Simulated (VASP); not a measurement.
# AlNi in VASP: a series of runs

The runs below take AlNi through relaxation of the atoms, single point, with r2SCAN.

Program: VASP 6.6.1. These are calculated values, not measurements. Logs are shortened: lines on timing, memory, paths and dates and some standing lists are left out, and cuts for length are marked.

### 1 The cell of the first run

It takes space group Cmmm (No. 65, orthorhombic). The conventional cell has a = 3.877 Å, b = 3.906 Å, c = 3.099 Å, α = 90.00°, β = 90.00°, γ = 90.00°. Al (site symmetry mmm) has 8 Ni at 2.48 to 2.49 Å and 6 Al at 2.75 to 3.10 Å within 3.3 Å. Ni (site symmetry mmm) has 8 Al at 2.48 to 2.49 Å and 6 Ni at 2.75 to 3.10 Å within 3.3 Å.

### 2 Relaxation of the atoms, r2SCAN, collinear spin, ferromagnetic start

Contents of POSCAR:

```
AlNi
1.0
    1.9386940000     -1.9531901500      0.0000000000
    1.9386940000      1.9531901500      0.0000000000
    0.0000000000      0.0000000000      3.0994300400
Al Ni
1 1
Direct
    0.0000000000      0.0000000000      0.0000000000
    0.5000000000      0.5000000000      0.5000000000
```

Contents of INCAR.step1:

```
  PREC = Accurate
  ENCUT = 580
  ISMEAR = -1
  SIGMA = 0.1
  LREAL = False
  LASPH = True
  NELM = 200
  ISPIN = 2
  MAGMOM = 0 1
  LMAXMIX = 4
  GGA = PE
  ALGO = Normal
  EDIFF = 1E-5
  LWAVE = True
  LCHARG = False
  GGA_COMPAT = False
  IBRION = 2
  EDIFFG = -0.01
  NELMIN = 4
  NSW = 100
```

Contents of INCAR.step2:

```
  PREC = Accurate
  ENCUT = 580
  EDIFF = 1E-7
  ISMEAR = -1
  SIGMA = 0.1
  LREAL = False
  LASPH = True
  NELM = 200
  ALGO = Normal
  ISIF = 2
  LWAVE = False
  LCHARG = False
  ISPIN = 2
  MAGMOM = 0 1
  LORBIT = 11
  LMAXMIX = 4
  METAGGA = R2SCAN
  LMIXTAU = True
  IBRION = 2
  NSW = 80
  EDIFFG = -0.01
  ISTART = 1
  GGA_COMPAT = False
  NELMIN = 4
```

Contents of KPOINTS:

```
regular mesh
0
Gamma
  7 7 6
```

Potentials or basis: VASP PAW PBE potentials, release 64 (Al, Ni).

Command:

```console
cat potpaw_PBE.64/Al/POTCAR potpaw_PBE.64/Ni/POTCAR > POTCAR
cp INCAR.step1 INCAR
mpirun -np 1 vasp_std > vasp.out
cp INCAR.step2 INCAR
mpirun -np 1 vasp_std > vasp.out
```

OUTCAR:

```text
PREC = Accurate
   ENCUT = 580
   EDIFF = 1E-7
   ISMEAR = -1
   LREAL = False
   LASPH = True
   NELM = 200
   ISIF = 2
   ISPIN = 2
   LORBIT = 11
   METAGGA = R2SCAN
   IBRION = 2
   NSW = 80
   EDIFFG = -0.01
   ISTART = 1
   NELMIN = 4

 ion  position               nearest neighbor table
   1  0.000  0.000  0.000-   2 2.48   2 2.48   2 2.48   2 2.48   2 2.49   2 2.49   2 2.49   2 2.49

   2  0.500  0.500  0.500-   1 2.48   1 2.48   1 2.48   1 2.48   1 2.49   1 2.49   1 2.49   1 2.49

  LATTYP: Found a base centered orthorhombic cell.
 ALAT       =     3.8773880000
 B/A-ratio  =     1.0074772759
 C/A-ratio  =     0.7993603013

  Lattice vectors:

 A1 = (   1.9386940000,  -1.9531901500,   0.0000000000)
 A2 = (   1.9386940000,   1.9531901500,   0.0000000000)
 A3 = (   0.0000000000,   0.0000000000,   3.0994300400)

Analysis of symmetry for initial positions (statically):
=====================================================================
 Subroutine PRICEL returns:
 Original cell was already a primitive cell.

 Routine SETGRP: Setting up the symmetry group for a
 base centered orthorhombic supercell.

 Subroutine GETGRP returns: Found  8 space group operations
 (whereof  8 operations were pure point group operations)
 out of a pool of  8 trial point group operations.

The static configuration has the point symmetry D_2h.

Analysis of symmetry for dynamics (positions and initial velocities):
=====================================================================
 Subroutine PRICEL returns:
 Original cell was already a primitive cell.

 Routine SETGRP: Setting up the symmetry group for a
 base centered orthorhombic supercell.

 Subroutine GETGRP returns: Found  8 space group operations
 (whereof  8 operations were pure point group operations)
 out of a pool of  8 trial point group operations.

The dynamic configuration has the point symmetry D_2h.

Analysis of structural, dynamic, and magnetic symmetry:
=====================================================================
 Subroutine PRICEL returns:
 Original cell was already a primitive cell.

 Routine SETGRP: Setting up the symmetry group for a
 base centered orthorhombic supercell.

 Subroutine GETGRP returns: Found  8 space group operations
 (whereof  8 operations were pure point group operations)
 out of a pool of  8 trial point group operations.

The overall configuration has the point symmetry D_2h.

 Subroutine INISYM returns: Found  8 space group operations
 (whereof  8 operations are pure point group operations),
 and found     1 'primitive' translations

----------------------------------------------------------------------------------------

                                     Primitive cell

  volume of cell :      23.4728

  direct lattice vectors                    reciprocal lattice vectors
     1.938694000 -1.953190150  0.000000000     0.257905580 -0.255991461  0.000000000
     1.938694000  1.953190150  0.000000000     0.257905580  0.255991461  0.000000000
     0.000000000  0.000000000  3.099430040     0.000000000  0.000000000  0.322639965

  length of vectors
     2.751996764  2.751996764  3.099430040     0.363382603  0.363382603  0.322639965

  position of ions in fractional coordinates (direct lattice)
     0.000000000  0.000000000  0.000000000
     0.500000000  0.500000000  0.500000000

  ion indices of the primitive-cell ions
   primitive index   ion index
                 1           1
                 2           2

----------------------------------------------------------------------------------------

 KPOINTS: regular mesh

Automatic generation of k-mesh.
 Grid dimensions read from file:
 generate k-points for:    7    7    6

 Generating k-lattice:

  Cartesian coordinates                     Fractional coordinates (reciprocal lattice)
     0.036843654 -0.036570209  0.000000000     0.142857143  0.000000000  0.000000000
     0.036843654  0.036570209  0.000000000     0.000000000  0.142857143  0.000000000
     0.000000000  0.000000000  0.053773328     0.000000000  0.000000000  0.166666667

  Length of vectors
     0.051911800  0.051911800  0.053773328

  Shift w.r.t. Gamma in fractional coordinates (k-lattice)
     0.000000000  0.000000000  0.000000000

 Subroutine IBZKPT returns following result:
 ===========================================

 Found     64 irreducible k-points:

 Following reciprocal coordinates:
            Coordinates               Weight
  0.000000  0.000000  0.000000      1.000000
  0.142857  0.000000  0.000000      4.000000
  0.285714  0.000000  0.000000      4.000000
  0.428571 -0.000000  0.000000      4.000000
  0.142857  0.142857  0.000000      2.000000
  0.285714  0.142857  0.000000      4.000000
[... 16 lines left out ...]
  0.428571  0.142857  0.166667      8.000000
 -0.428571  0.142857  0.166667      8.000000
 [... further k-points ...]
   k-points           NKPTS =     64   k-points in BZ     NKDIM =     64   number of bands    NBANDS=     11
   number of dos      NEDOS =    301   number of ions     NIONS =      2
   total plane-waves  NPLWV =  13824
   dimension x,y,z NGX =    24 NGY =   24 NGZ =   24
   dimension x,y,z NGXF=    48 NGYF=   48 NGZF=   48
   ions per type =               1   1
   NGX,Y,Z   is equivalent  to a cutoff of  14.50, 14.50, 12.87 a.u.
   NGXF,Y,Z  is equivalent  to a cutoff of  29.00, 29.00, 25.75 a.u.
 SYSTEM =  unknown system
   PREC   = accura    normal or accurate (medium, high low for compatibility)
   ISTART =      1    job   : 0-new  1-cont  2-samecut
   ICHARG =      0    charge: 1-file 2-atom 10-const
   ISPIN  =      2    spin polarized calculation?
   LNONCOLLINEAR =      F non collinear calculations
   LSORBIT =      F    spin-orbit coupling
   LASPH  =      T    aspherical Exc in radial PAW
   ENCUT  =  580.0 eV  42.63 Ry    6.53 a.u.   5.40  5.40  6.09*2*pi/ulx,y,z
   NELM   =    200;   NELMIN=  4; NELMDL=  0     # of ELM steps
   EDIFF  = 0.1E-06   stopping-criterion for ELM
   LREAL  =      F    real-space projection
   EDIFFG = -.1E-01   stopping-criterion for IOM
   NSW    =     80    number of steps for IOM
   IBRION =      2    ionic relax: 0-MD 1-quasi-New 2-CG
   NFREE  =      1    steps in history (QN), initial steepest desc. (CG)
   ISIF   =      2    stress and relaxation
   ISYM   =      2    0-nonsym 1-usesym 2-fastsym
   POTIM  = 0.5000    time-step for ionic-motion
   TEBEG  =    0.0;   TEEND  =   0.0 temperature during run
   PSTRESS=    0.0 pullay stress
   NELECT =      13.0000    total number of electrons
   NUPDOWN=      -1.0000    fix difference up-down
   EMIN   =  10.00;   EMAX   =-10.00  energy-range for DOS
   EFERMI =   0.00;   METHOD = LEGACY
   ISMEAR =    -1;   SIGMA  =   0.10  broadening in eV -4-tet -1-fermi 0-gaus
   EFERMI_NEDOS =   21; number of points for ismear=-14 and -15
   IALGO  =     38    algorithm
   IMIX   =      4    mixing-type and parameters
     AMIX     =   0.40;   BMIX     =  1.00
     AMIX_MAG =   1.60;   BMIX_MAG =  1.00
  volume/ion in A,a.u.               =      11.74        79.20
  Fermi-wavevector in a.u.,A,eV,Ry     =   1.344417  2.540580 24.591955  1.807458
  Thomas-Fermi vector in A             =   2.472413
   LORBIT       =     11    0 simple, 1 ext, 2 COOP (PROOUT), +10 PAW based schemes
   METAGGA = R2SCAN    functional components
   LHFCALC =     F    Hartree Fock is set to
   AEXX    =    0.0000 exact exchange contribution
   IVDW    =     0    specifies the selected vdW correction
   LEPSILON=     F    determine dielectric tensor
   LRPA    =     F    only Hartree local field effects (RPA)
 conjugate gradient relaxation of ions
 spin polarized calculation
  energy-cutoff  :      580.00
  volume of cell :       23.47
 maximum number of plane-waves:       758
 NGX is ok and might be reduce to    24
   NGX = 11   NGY = 11   NGZ = 13

 number of electron      13.0000007 magnetization      -0.0003639

 Free energy of the ion-electron system (eV)
  ---------------------------------------------------
  ext. energy  EPLUGINS =         0.00000000
  ---------------------------------------------------
  free energy    TOTEN  =       -20.04095150 eV

  energy without entropy =      -20.00325739  energy(sigma->0) =      -20.02210445

 E-fermi :  10.0265     XC(G=0): -13.1135

 val. band max:        9.9143043995   @ k =  -0.4286   0.1429   0.1667
 cond. band min:      10.0605849953   @ k =   0.4286   0.2857   0.1667
 fundamental gap:      0.1462805958
 Fermi energy:        10.0265012215

 spin component 1

 k-point     1 :       0.0000    0.0000    0.0000
  band No.  band energies     occupation
      1      -1.7339      1.00000
      2       6.5487      1.00000
      3       6.7453      1.00000
      4       8.3944      1.00000
      5       8.4134      1.00000
      6       8.6507      1.00000
      7      13.2880      0.00000
      8      17.5380      0.00000
      9      17.6747      0.00000
     10      17.7193      0.00000
     11      19.1119      0.00000

 k-point     2 :       0.1429    0.0000    0.0000
  band No.  band energies     occupation
      1      -1.3026      1.00000
      2       6.6432      1.00000
      3       6.7731      1.00000
      4       8.1274      1.00000
      5       8.4277      1.00000
      6       8.4970      1.00000
      7      13.9234      0.00000
      8      14.2448      0.00000
      9      17.7739      0.00000
     10      18.2075      0.00000
     11      21.5235      0.00000
[... 295 lines left out ...]
 k-point    24 :      -0.4286    0.1429    0.1667
  band No.  band energies     occupation
      1       2.6906      1.00000
      2       4.9653      1.00000
      3       7.0439      1.00000
      4       7.4426      1.00000
      5       8.0853      1.00000
      6       8.1941      1.00000
      7       9.9143      0.75435
      8      15.0664      0.00000
      9      17.4550      0.00000
     10      18.8561      0.00000
     11      20.9232      0.00000

 [... further k-points ...]

 spin component 2

 k-point     1 :       0.0000    0.0000    0.0000
  band No.  band energies     occupation
      1      -1.7339      1.00000
      2       6.5483      1.00000
      3       6.7445      1.00000
      4       8.3941      1.00000
      5       8.4131      1.00000
      6       8.6505      1.00000
      7      13.2880      0.00000
      8      17.5377      0.00000
      9      17.6746      0.00000
     10      17.7192      0.00000
     11      19.1116      0.00000

 k-point     2 :       0.1429    0.0000    0.0000
  band No.  band energies     occupation
      1      -1.3025      1.00000
      2       6.6427      1.00000
      3       6.7724      1.00000
      4       8.1271      1.00000
      5       8.4274      1.00000
      6       8.4968      1.00000
      7      13.9233      0.00000
      8      14.2445      0.00000
      9      17.7736      0.00000
     10      18.2074      0.00000
     11      21.5233      0.00000
[... 295 lines left out ...]
 k-point    24 :      -0.4286    0.1429    0.1667
  band No.  band energies     occupation
      1       2.6906      1.00000
      2       4.9651      1.00000
      3       7.0436      1.00000
      4       7.4420      1.00000
      5       8.0851      1.00000
      6       8.1938      1.00000
      7       9.9135      0.75587
      8      15.0662      0.00000
      9      17.4549      0.00000
     10      18.8560      0.00000
     11      20.9231      0.00000

 [... further k-points ...]

------------------------ aborting loop because EDIFF is reached ----------------------------------------

  FORCE on cell =-STRESS in cart. coord.  units (eV):
  Direction    XX          YY          ZZ          XY          YZ          ZX
  --------------------------------------------------------------------------------------
  -------------------------------------------------------------------------------------
  Total        0.5161913      0.2540585     -0.6081060      0.0000000      0.0000000      0.0000000
  in kB       35.2334905     17.3411795    -41.5072765      0.0000000      0.0000000      0.0000000
  external PRESSURE =       3.6891312 kB  Pullay stress =       0.0000000 kB

 VOLUME and BASIS-vectors are now :
 -----------------------------------------------------------------------------
  energy-cutoff  :      580.00
  volume of cell :       23.47
      direct lattice vectors                 reciprocal lattice vectors
     1.938694000 -1.953190150  0.000000000     0.257905580 -0.255991461  0.000000000
     1.938694000  1.953190150  0.000000000     0.257905580  0.255991461  0.000000000
     0.000000000  0.000000000  3.099430040     0.000000000  0.000000000  0.322639965

 POSITION                                       TOTAL-FORCE (eV/Angst)
 -----------------------------------------------------------------------------------
      0.00000      0.00000      0.00000        -0.000000      0.000000      0.000000
      1.93869      0.00000      1.54972         0.000000     -0.000000      0.000000
 -----------------------------------------------------------------------------------
    total drift:                                0.000000     -0.000000     -0.000000

  FREE ENERGIE OF THE ION-ELECTRON SYSTEM (eV)
  ---------------------------------------------------
  free  energy   TOTEN  =       -20.0409515029 eV

  energy  without entropy=      -20.0032573932  energy(sigma->0) =      -20.02210445

 reached required accuracy - stopping structural energy minimisation

 total charge

# of ion       s       p       d       tot
------------------------------------------
    1        0.385   0.437   0.000   0.822
    2        0.497   0.563   8.478   9.538
--------------------------------------------------
tot          0.882   1.000   8.478  10.360

 magnetization (x)

# of ion       s       p       d       tot
------------------------------------------
    1       -0.000  -0.000   0.000  -0.000
    2       -0.000   0.000  -0.000  -0.000
--------------------------------------------------
tot         -0.000  -0.000  -0.000  -0.000
```

Wall time 85 s (1 thread of Intel Xeon 6975P-C (Granite Rapids), shared host); peak memory 0.17 GiB.

Results:

| Property | Result |
| --- | --- |
| Free energy | -20.0410 eV |
| Pressure after relaxing | 0.4 GPa |
| Net moment | 0.00 μB per cell |
| Valence electrons inside the program's atomic spheres | Al 0.82; Ni 9.54 |

Stress tensor (GPa, compression positive):
```
 3.52  0.00  0.00
 0.00  1.73  0.00
 0.00  0.00 -4.15
```

Final structure:
```
Al Ni
1.0
     1.93869   -1.95319    0.00000
     1.93869    1.95319    0.00000
     0.00000    0.00000    3.09943
Al Ni
1 1
Direct
  0.00000 0.00000 0.00000
  0.50000 0.50000 0.50000
```

Caveat: the moments typed at the start vanished in this run; the PAW data sets were made with another functional, which shifts forces and pressure a little.

(Continued in part 2 of 2.)
